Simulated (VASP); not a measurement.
Input of a VASP 6.6.1 run:

The input POSCAR:

```
Mo
1.0
   -1.5467417963      1.5467417963      1.5467417963
    1.5467417963     -1.5467417963      1.5467417963
    1.5467417963      1.5467417963     -1.5467417963
Mo
1
Direct
    0.0000000000      0.0000000000      0.0000000000
```

The input INCAR.step1:

```
ALGO     = Normal         # electronic algorithm
EDIFF    = 1E-4           # SCF threshold, eV
ENCUT    = 520            # plane-wave cutoff, eV
GGA      = PE             # functional
ISMEAR   = -1             # smearing method
LASPH    = True           # aspherical terms in the spheres
LCHARG   = False          # write CHGCAR
LREAL    = False          # projectors in reciprocal space
LWAVE    = True           # write WAVECAR
NBANDS   = 13             # bands
NELM     = 60             # most SCF steps
PREC     = Accurate       # precision mode
SIGMA    = 0.1            # smearing width, eV
```

The input INCAR.step2:

```
ALGO     = Normal         # electronic algorithm
EDIFF    = 1E-6           # SCF threshold, eV
ENCUT    = 520            # plane-wave cutoff, eV
ISIF     = 2              # what is computed and relaxed
ISMEAR   = -1             # smearing method
ISTART   = 1            
LASPH    = True           # aspherical terms in the spheres
LCHARG   = False          # write CHGCAR
LMIXTAU  = True         
LREAL    = False          # projectors in reciprocal space
LWAVE    = False          # write WAVECAR
METAGGA  = R2SCAN         # meta-GGA
NBANDS   = 13             # bands
NELM     = 60             # most SCF steps
PREC     = Accurate       # precision mode
SIGMA    = 0.1            # smearing width, eV
```

File KPOINTS:

```
k-points
0
Gamma
  15 15 15
```

Potentials or basis: VASP PAW PBE potentials, release 64 (Mo_sv).

Run with:

```bash
$ cat potpaw_PBE.64/Mo_sv/POTCAR > POTCAR
$ cp INCAR.step1 INCAR
$ mpirun -np 1 vasp_std > vasp.out
$ cp INCAR.step2 INCAR
$ mpirun -np 1 vasp_std > vasp.out
```

Q: What does it give for the band gap on the k mesh?

A: Zero (band 7 reaches 17.59 eV, above the bottom of band 8 at 11.92 eV).

Q: Estimate the pressure.

A: 18.5 GPa.

Caveat: the PAW data sets were made with another functional, which shifts forces and pressure a little.
